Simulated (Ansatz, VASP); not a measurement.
Two plane-wave programs on Si

File INCAR:

```
ALGO = Normal
EDIFF = 1E-7
ENCUT = 520
GGA = PS
ISIF = 2
ISMEAR = 0
LASPH = T
LCHARG = T
LELF = T
LREAL = F
LVHAR = T
LWAVE = F
NBANDS = 16
NELM = 60
PREC = Accurate
SIGMA = 0.03
```

File KPOINTS:

```
k-points
0
Gamma
  12 12 12
```

The input POSCAR:

```
Si
1.0
   -3.3183363492      3.3183363492      2.0769467210
    3.3183363492     -3.3183363492      2.0769467210
    3.3183363492      3.3183363492     -2.0769467210
Si
4
Direct
    0.1787304307      0.1787304307      0.3574608614
    0.8212695693      0.8212695693      0.6425391386
    0.1787304307      0.8212695693      0.0000000000
    0.8212695693      0.1787304307      0.0000000000
```

Input for Ansatz:

```yaml
crystal:
  lattice:
    - [-3.3183363492, 3.3183363492, 2.076946721]
    - [3.3183363492, -3.3183363492, 2.076946721]
    - [3.3183363492, 3.3183363492, -2.076946721]
  atoms:
    - { symbol: Si, position: [0.1787304307, 0.1787304307, 0.3574608614] }
    - { symbol: Si, position: [0.8212695693, 0.8212695693, 0.6425391386] }
    - { symbol: Si, position: [0.1787304307, 0.8212695693, 0.0] }
    - { symbol: Si, position: [0.8212695693, 0.1787304307, 0.0] }
basis:
  ecutwfc: 420
kpoints:
  mp_grid: { grid: [12, 12, 12] }
hamiltonian:
  xc: pbesol
  pseudopotentials: { kind: paw, azcp: { folder: soft_1 } }
scf:
  occupations: { method: gaussian, width: 0.03 }
output:
  forces: true
  stress: true
  eigenvalues: true
```

Alike in both runs: task single point; functional PBEsol; k mesh 12 × 12 × 12; occupations gaussian, width 0.03 eV; no spin polarisation.

```csv
,VASP,Ansatz
version,VASP 6.6.1,Ansatz 0.2.0
potentials or method,"VASP PAW PBE potentials, release 64 (Si), cutoff 520 eV","scalar-relativistic, plane waves, PAW"
valence electrons in the cell,16,16
```

```csv
,VASP,Ansatz,Ansatz less VASP
gap on the k mesh at the Fermi level (eV),none,none,-
pressure (GPa),-5.2,-5.3,-0.09
"traceless stress, the component that is largest in VASP (GPa)",-7.63,-7.59,+0.039
rms of the force components (eV/Å),0.354,0.349,-0.0043
```

VASP's potentials were made for PBE, not for PBEsol, and Ansatz warns of the same on its side. Atom by atom the forces differ by 0.004 eV/Å (rms over components). A gap of «none» marks a metal or a gap that the smearing closes. The functional is the same, so the differences come from potentials, cutoffs and numerics.
